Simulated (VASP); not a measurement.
# BN (F-43m) in VASP: settings compared

BN is run at these levels: PBE, LDA, r2SCAN; tasks: single point.

Everything below comes from runs of VASP 6.6.1. Logs are shortened: lines on timing, memory, paths and dates and some standing lists are left out, and cuts for length are marked.

### 1 The cell of the first run

Symmetry: F-43m, No. 216, cubic system. Conventional cell: a = 3.625 Å, b = 3.625 Å, c = 3.625 Å, α = 90.00°, β = 90.00°, γ = 90.00°. B (site symmetry -43m) has 4 N at 1.57 Å within 2.1 Å. Within 2.1 Å of N (site symmetry -43m) lie 4 B at 1.57 Å.

### 2 Single point, PBE

The input, INCAR:

```
SYSTEM = BN
  PREC = Accurate
  ENCUT = 520
  EDIFF = 1E-7
  ISMEAR = -1
  SIGMA = 0.02
  LREAL = .False.
  LASPH = .True.
  NELM = 80
  ALGO = Normal
  ISIF = 2
  LWAVE = .False.
  LCHARG = .False.
  GGA = PE
  NBANDS = 11
```

The input, KPOINTS:

```
regular mesh
0
Gamma
  12 12 12
  0 0 0
```

The input, POSCAR:

```
BN
1.0
    0.0000000000      1.8122639362      1.8122639362
    1.8122639362      0.0000000000      1.8122639362
    1.8122639362      1.8122639362      0.0000000000
B N
1 1
Direct
    0.0000000000      0.0000000000      0.0000000000
    0.2500000000      0.2500000000      0.2500000000
```

Potentials or basis: VASP PAW PBE potentials, release 64 (B, N).

Launch:

```
$ cat potpaw_PBE.64/B/POTCAR potpaw_PBE.64/N/POTCAR > POTCAR
$ mpirun -np 1 vasp_std > vasp.out
```

OUTCAR:

```text
SYSTEM = BN
   PREC = Accurate
   ENCUT = 520
   EDIFF = 1E-7
   ISMEAR = -1
   LREAL = .False.
   LASPH = .True.
   NELM = 80
   ISIF = 2
   GGA = PE

 ion  position               nearest neighbor table
   1  0.000  0.000  0.000-   2 1.57   2 1.57   2 1.57   2 1.57
   2  0.250  0.250  0.250-   1 1.57   1 1.57   1 1.57   1 1.57

  LATTYP: Found a face centered cubic cell.
 ALAT       =     3.6245278724

  Lattice vectors:

 A1 = (   0.0000000000,   1.8122639362,   1.8122639362)
 A2 = (   1.8122639362,   0.0000000000,   1.8122639362)
 A3 = (   1.8122639362,   1.8122639362,   0.0000000000)

Analysis of symmetry for initial positions (statically):
=====================================================================
 Subroutine PRICEL returns:
 Original cell was already a primitive cell.

 Routine SETGRP: Setting up the symmetry group for a
 face centered cubic supercell.

 Subroutine GETGRP returns: Found 24 space group operations
 (whereof 24 operations were pure point group operations)
 out of a pool of 48 trial point group operations.

The static configuration has the point symmetry T_d .

Analysis of symmetry for dynamics (positions and initial velocities):
=====================================================================
 Subroutine PRICEL returns:
 Original cell was already a primitive cell.

 Routine SETGRP: Setting up the symmetry group for a
 face centered cubic supercell.

 Subroutine GETGRP returns: Found 24 space group operations
 (whereof 24 operations were pure point group operations)
 out of a pool of 48 trial point group operations.

The dynamic configuration has the point symmetry T_d .

 Subroutine INISYM returns: Found 24 space group operations
 (whereof 24 operations are pure point group operations),
 and found     1 'primitive' translations

----------------------------------------------------------------------------------------

                                     Primitive cell

  volume of cell :      11.9040

  direct lattice vectors                    reciprocal lattice vectors
     0.000000000  1.812263936  1.812263936    -0.275898002  0.275898002  0.275898002
     1.812263936  0.000000000  1.812263936     0.275898002 -0.275898002  0.275898002
     1.812263936  1.812263936  0.000000000     0.275898002  0.275898002 -0.275898002

  length of vectors
[... 87 lines left out ...]
   NFREE  =      0    steps in history (QN), initial steepest desc. (CG)
   ISIF   =      2    stress and relaxation
   ISYM   =      2    0-nonsym 1-usesym 2-fastsym
   POTIM  = 0.5000    time-step for ionic-motion
   TEBEG  =    0.0;   TEEND  =   0.0 temperature during run
   PSTRESS=    0.0 pullay stress
   NELECT =       8.0000    total number of electrons
   NUPDOWN=      -1.0000    fix difference up-down
   EMIN   =  10.00;   EMAX   =-10.00  energy-range for DOS
   EFERMI =   0.00;   METHOD = LEGACY
   ISMEAR =    -1;   SIGMA  =   0.02  broadening in eV -4-tet -1-fermi 0-gaus
   EFERMI_NEDOS =   21; number of points for ismear=-14 and -15
   IALGO  =     38    algorithm
   IMIX   =      4    mixing-type and parameters
     AMIX     =   0.40;   BMIX     =  1.00
     AMIX_MAG =   1.60;   BMIX_MAG =  1.00
  volume/ion in A,a.u.               =       5.95        40.17
  Fermi-wavevector in a.u.,A,eV,Ry     =   1.433970  2.709810 27.977249  2.056270
  Thomas-Fermi vector in A             =   2.553430
   LORBIT       =      0    0 simple, 1 ext, 2 COOP (PROOUT), +10 PAW based schemes
   GGA     = PE    functional components
   LHFCALC =     F    Hartree Fock is set to
   AEXX    =    0.0000 exact exchange contribution
   IVDW    =     0    specifies the selected vdW correction
   LEPSILON=     F    determine dielectric tensor
   LRPA    =     F    only Hartree local field effects (RPA)
 non-spin polarized calculation
  energy-cutoff  :      520.00
  volume of cell :       11.90
 maximum number of plane-waves:       332
   NGX =  9   NGY =  9   NGZ =  9

 number of electron       7.9999999 magnetization

 Free energy of the ion-electron system (eV)
  ---------------------------------------------------
  ext. energy  EPLUGINS =         0.00000000
  ---------------------------------------------------
  free energy    TOTEN  =       -17.45101008 eV

  energy without entropy =      -17.45101008  energy(sigma->0) =      -17.45101008

 E-fermi :   7.7880     XC(G=0): -12.7831

 val. band max:        7.3059776217   @ k =   0.0000   0.0000   0.0000
 cond. band min:      11.7569357573   @ k =   0.5000   0.5000   0.0000
 fundamental gap:      4.4509581356
 Fermi energy:         7.7880488995

 k-point     1 :       0.0000    0.0000    0.0000
  band No.  band energies     occupation
      1     -12.8352      2.00000
      2       7.3060      2.00000
      3       7.3060      2.00000
      4       7.3060      2.00000
      5      16.0883      0.00000
      6      16.0883      0.00000
      7      16.0883      0.00000
      8      17.5272      0.00000
      9      31.9102      0.00000
     10      34.9783      0.00000
     11      34.9783      0.00000
[... 309 lines left out ...]
 k-point    24 :      -0.4167    0.1667    0.0000
  band No.  band energies     occupation
      1      -8.2948      2.00000
      2      -2.6234      2.00000
      3       3.2095      2.00000
      4       4.7594      2.00000
      5      16.5792      0.00000
      6      19.4141      0.00000
      7      19.4896      0.00000
      8      22.8940      0.00000
      9      28.2628      0.00000
     10      32.5595      0.00000
     11      33.8284      0.00000

 [... further k-points ...]

------------------------ aborting loop because EDIFF is reached ----------------------------------------

  FORCE on cell =-STRESS in cart. coord.  units (eV):
  Direction    XX          YY          ZZ          XY          YZ          ZX
  --------------------------------------------------------------------------------------
  -------------------------------------------------------------------------------------
  Total        0.0213163      0.0213163      0.0213163      0.0000000      0.0000000     -0.0000000
  in kB        2.8689858      2.8689858      2.8689858      0.0000000      0.0000000     -0.0000000
  external PRESSURE =       2.8689858 kB  Pullay stress =       0.0000000 kB

 VOLUME and BASIS-vectors are now :
 -----------------------------------------------------------------------------
  energy-cutoff  :      520.00
  volume of cell :       11.90
      direct lattice vectors                 reciprocal lattice vectors
     0.000000000  1.812263936  1.812263936    -0.275898002  0.275898002  0.275898002
     1.812263936  0.000000000  1.812263936     0.275898002 -0.275898002  0.275898002
     1.812263936  1.812263936  0.000000000     0.275898002  0.275898002 -0.275898002

 POSITION                                       TOTAL-FORCE (eV/Angst)
 -----------------------------------------------------------------------------------
      0.00000      0.00000      0.00000         0.000000     -0.000000     -0.000000
      0.90613      0.90613      0.90613        -0.000000      0.000000      0.000000
 -----------------------------------------------------------------------------------
    total drift:                                0.000000      0.000000      0.000000

  FREE ENERGIE OF THE ION-ELECTRON SYSTEM (eV)
  ---------------------------------------------------
  free  energy   TOTEN  =       -17.4510100774 eV

  energy  without entropy=      -17.4510100774  energy(sigma->0) =      -17.45101008
```

OSZICAR:

```text
N       E                     dE             d eps       ncg     rms          rms(c)
DAV:   1     0.111479190231E+02    0.11148E+02   -0.50421E+03  1608   0.724E+02
DAV:   2    -0.178589190265E+02   -0.29007E+02   -0.28175E+02  1923   0.166E+02
DAV:   3    -0.184032895669E+02   -0.54437E+00   -0.54345E+00  1866   0.196E+01
DAV:   4    -0.184039520528E+02   -0.66249E-03   -0.66247E-03  1698   0.761E-01
DAV:   5    -0.184039526555E+02   -0.60260E-06   -0.60250E-06  1842   0.228E-02    0.666E+00
DAV:   6    -0.175343057931E+02    0.86965E+00   -0.29476E+00  1665   0.988E+00    0.324E+00
DAV:   7    -0.174648232999E+02    0.69482E-01   -0.10063E-01  1773   0.263E+00    0.191E+00
DAV:   8    -0.174507459492E+02    0.14077E-01   -0.35235E-02  1766   0.136E+00    0.188E-01
DAV:   9    -0.174509164964E+02   -0.17055E-03   -0.98348E-04  1665   0.258E-01    0.828E-02
DAV:  10    -0.174510047061E+02   -0.88210E-04   -0.12351E-04  1718   0.948E-02    0.150E-02
DAV:  11    -0.174510100591E+02   -0.53531E-05   -0.95158E-06  1815   0.252E-02    0.106E-02
DAV:  12    -0.174510100826E+02   -0.23522E-07   -0.16405E-06  1758   0.872E-03    0.627E-04
DAV:  13    -0.174510100774E+02    0.52126E-08   -0.23014E-08   864   0.149E-03
   1 F= -.17451010E+02 E0= -.17451010E+02  d E =-.594383E-13
```

Wall time 16 s (1 thread of Intel Xeon 8259CL, shared host); peak memory 0.12 GiB.

Results:

```yaml
Free_energy: -17.4510 eV
Pressure: 0.3 GPa
Band_gap_on_the_k_mesh: 4.45 eV, indirect (least direct gap 8.78 eV)
```

A k mesh can miss the band edges.

### 3 Single point, PBE

This run uses another cell than the first one, of 5.88 Å³/atom, 0.988 times its volume.

The input, INCAR:

```
SYSTEM = BN
ALGO = Normal
EDIFF = 1E-6
ENCUT = 520
GGA = PE
ISIF = 2
ISMEAR = -1
LASPH = .True.
LCHARG = .False.
LREAL = .False.
LWAVE = .False.
NBANDS = 11
NELM = 100
PREC = Accurate
SIGMA = 0.02
```

The input, KPOINTS:

```
k-points
0
Gamma
  12 12 12
  0 0 0
```

The input, POSCAR:

```
BN
1.0
    0.0000000000      1.8048254535      1.8048254535
    1.8048254535      0.0000000000      1.8048254535
    1.8048254535      1.8048254535      0.0000000000
B N
1 1
Direct
    0.0000000000      0.0000000000      0.0000000000
    0.2500000000      0.2500000000      0.2500000000
```

Potentials or basis: VASP PAW PBE potentials, release 64 (B, N).

Launch:

```
$ cat potpaw_PBE.64/B/POTCAR potpaw_PBE.64/N/POTCAR > POTCAR
$ mpirun -np 1 vasp_std > vasp.out
```

OUTCAR:

```text
SYSTEM = BN
   EDIFF = 1E-6
   ENCUT = 520
   GGA = PE
   ISIF = 2
   ISMEAR = -1
   LASPH = .True.
   LREAL = .False.
   NELM = 100
   PREC = Accurate

 ion  position               nearest neighbor table
   1  0.000  0.000  0.000-   2 1.56   2 1.56   2 1.56   2 1.56
   2  0.250  0.250  0.250-   1 1.56   1 1.56   1 1.56   1 1.56

  LATTYP: Found a face centered cubic cell.
 ALAT       =     3.6096509070

  Lattice vectors:

 A1 = (   0.0000000000,   1.8048254535,   1.8048254535)
 A2 = (   1.8048254535,   0.0000000000,   1.8048254535)
 A3 = (   1.8048254535,   1.8048254535,   0.0000000000)

Analysis of symmetry for initial positions (statically):
=====================================================================
 Subroutine PRICEL returns:
 Original cell was already a primitive cell.

 Routine SETGRP: Setting up the symmetry group for a
 face centered cubic supercell.

 Subroutine GETGRP returns: Found 24 space group operations
 (whereof 24 operations were pure point group operations)
 out of a pool of 48 trial point group operations.

The static configuration has the point symmetry T_d .

[... 170 lines left out ...]
      3       7.4577      2.00000
      4       7.4577      2.00000
      5      16.2988      0.00000
      6      16.2988      0.00000
      7      16.2988      0.00000
      8      17.8794      0.00000
      9      32.2937      0.00000
     10      35.2804      0.00000
     11      35.2804      0.00000
[... 309 lines left out ...]
 k-point    24 :      -0.4167    0.1667    0.0000
  band No.  band energies     occupation
      1      -8.2202      2.00000
      2      -2.5773      2.00000
      3       3.3200      2.00000
      4       4.8792      2.00000
      5      16.7941      0.00000
      6      19.7198      0.00000
      7      19.7345      0.00000
      8      23.2067      0.00000
      9      28.5671      0.00000
     10      32.8642      0.00000
     11      34.2279      0.00000

 [... further k-points ...]

------------------------ aborting loop because EDIFF is reached ----------------------------------------

  FORCE on cell =-STRESS in cart. coord.  units (eV):
  Direction    XX          YY          ZZ          XY          YZ          ZX
  --------------------------------------------------------------------------------------
  -------------------------------------------------------------------------------------
  Total        0.3688433      0.3688433      0.3688433      0.0000000      0.0000000      0.0000000
  in kB       50.2593474     50.2593474     50.2593474      0.0000000      0.0000000      0.0000000
  external PRESSURE =      50.2593474 kB  Pullay stress =       0.0000000 kB

 VOLUME and BASIS-vectors are now :
 -----------------------------------------------------------------------------
  energy-cutoff  :      520.00
  volume of cell :       11.76
      direct lattice vectors                 reciprocal lattice vectors
     0.000000000  1.804825453  1.804825453    -0.277035100  0.277035100  0.277035100
     1.804825453  0.000000000  1.804825453     0.277035100 -0.277035100  0.277035100
     1.804825453  1.804825453  0.000000000     0.277035100  0.277035100 -0.277035100

 POSITION                                       TOTAL-FORCE (eV/Angst)
 -----------------------------------------------------------------------------------
      0.00000      0.00000      0.00000         0.000000      0.000000      0.000000
      0.90241      0.90241      0.90241        -0.000000     -0.000000     -0.000000
 -----------------------------------------------------------------------------------
    total drift:                                0.000000      0.000000      0.000000

  FREE ENERGIE OF THE ION-ELECTRON SYSTEM (eV)
  ---------------------------------------------------
  free  energy   TOTEN  =       -17.4483462047 eV

  energy  without entropy=      -17.4483462047  energy(sigma->0) =      -17.44834620
```

It took 12 s on 1 thread of Intel Xeon 8259CL, shared host; peak memory 0.12 GiB.

What came out:

```
Free energy            : -17.4483 eV
Pressure               : 5.0 GPa
Band gap on the k mesh : 4.46 eV, indirect (least direct gap 8.84 eV)
```

A k mesh can miss the band edges. Expect the measured gap to be larger: semilocal functionals such as PBE lack the derivative discontinuity.

### 4 Single point, LDA

This run uses another cell than the first one, of 5.88 Å³/atom, 0.988 times its volume.

The input, INCAR:

```
PREC = Accurate ; ENCUT = 520
EDIFF = 1E-6 ; ISMEAR = 0
SIGMA = 0.01 ; LREAL = F
LASPH = T ; NELM = 80
ALGO = Normal ; ISIF = 2
LWAVE = F ; LCHARG = F
NBANDS = 11
```

The input, KPOINTS:

```
Automatic mesh
0
Gamma
  12 12 12
```

POSCAR is that of step 3.

Potentials or basis: VASP PAW LDA potentials, release 64 (B, N).

Launch:

```
$ cat potpaw_LDA.64/B/POTCAR potpaw_LDA.64/N/POTCAR > POTCAR
$ mpirun -np 1 vasp_std > vasp.out
```

Wall time 12 s (1 thread of Intel Xeon 8259CL, shared host); peak memory 0.12 GiB.

It converged, with:

| Item | Value |
| --- | --- |
| Free energy | -19.4075 eV |
| Pressure | -8.4 GPa |
| Band gap on the k mesh | 4.35 eV, indirect (least direct gap 8.70 eV) |

Levels at points of the mesh, in eV from the valence-band top:
```
           k point  band 2  band 3  band 4  band 5  band 6  band 7
(0.00, 0.00, 0.00)    0.00    0.00    0.00    8.70    8.70    8.70
(0.50, 0.00, 0.00)  -10.75   -1.96   -1.96   10.27   10.59   10.59
(0.50, 0.50, 0.00)   -8.91   -4.95   -4.95    4.35    9.17   17.77
```

A k mesh can miss the band edges. A hybrid or GW would open this gap; LDA tends to underestimate it.

### 5 Single point, r2SCAN

This run uses another cell than the first one, of 5.88 Å³/atom, 0.988 times its volume.

POSCAR is that of step 4.

The input, INCAR.step1:

```
ALGO = Normal
EDIFF = 1E-4
ENCUT = 520
GGA = PE
ISMEAR = -1
LASPH = T
LCHARG = F
LREAL = F
LWAVE = T
NBANDS = 11
NELM = 100
PREC = Accurate
SIGMA = 0.02
```

The input, INCAR.step2:

```
ALGO = Normal
EDIFF = 1E-7
ENCUT = 520
ISIF = 2
ISMEAR = -1
ISTART = 1
LASPH = T
LCHARG = F
LMIXTAU = T
LREAL = F
LWAVE = F
METAGGA = R2SCAN
NBANDS = 11
NELM = 100
PREC = Accurate
SIGMA = 0.02
```

The input, KPOINTS:

```
k-points
0
Gamma
  10 10 10
```

Potentials or basis: VASP PAW PBE potentials, release 64 (B, N).

Launch:

```
$ cat potpaw_PBE.64/B/POTCAR potpaw_PBE.64/N/POTCAR > POTCAR
$ cp INCAR.step1 INCAR
$ mpirun -np 1 vasp_std > vasp.out
$ cp INCAR.step2 INCAR
$ mpirun -np 1 vasp_std > vasp.out
```

It took 37 s on 1 thread of Intel Xeon 8259CL, shared host; peak memory 0.12 GiB.

The run converged. Its results:

```yaml
Free_energy: -19.1716 eV
Pressure: 1.1 GPa
Band_gap_on_the_k_mesh: 4.98 eV, indirect (least direct gap 9.55 eV)
```

Levels at points of the mesh, in eV from the valence-band top:
```csv
k point,band 1,band 2,band 3,band 4,band 5,band 6,band 7,band 8,band 9
"(0.00, 0.00, 0.00)",-21.34,0.00,0.00,0.00,9.55,9.55,9.55,11.14,26.22
"(0.50, 0.00, 0.00)",-17.03,-11.12,-2.02,-2.02,10.85,11.49,11.49,16.45,24.94
"(0.50, 0.50, 0.00)",-15.60,-9.35,-5.12,-5.12,4.98,9.84,19.33,19.33,22.27
```

Caveat: the PAW data sets were made with another functional, which shifts forces and pressure a little. r2SCAN opens gaps a little over a GGA but as a rule still falls short of measured ones.

### 6 Summary

```csv
level,potentials or basis,cell,k mesh,smearing,gap on the mesh (eV),pressure (GPa)
PBE,"VASP PAW PBE potentials, release 64 (B, N)","a = 2.563 Å, angles 60.0°, 2 atoms",12 × 12 × 12,fermi-dirac 0.02 eV,4.45,0.3
PBE,"VASP PAW PBE potentials, release 64 (B, N)","a = 2.552 Å, angles 60.0°, 2 atoms",12 × 12 × 12,fermi-dirac 0.02 eV,4.46,5.0
LDA,"VASP PAW LDA potentials, release 64 (B, N)","a = 2.552 Å, angles 60.0°, 2 atoms",12 × 12 × 12,gaussian 0.01 eV,4.35,-8.4
r2SCAN,"VASP PAW PBE potentials, release 64 (B, N)","a = 2.552 Å, angles 60.0°, 2 atoms",10 × 10 × 10,fermi-dirac 0.02 eV,4.98,1.1
```

Alike in all rows: task single point; no spin polarisation; cutoff (eV) 520.

Caveats: the PAW data sets were made with another functional, which shifts forces and pressure a little (some runs).

Total energies depend on the potentials used, so only differences within one code and one set of settings carry meaning.
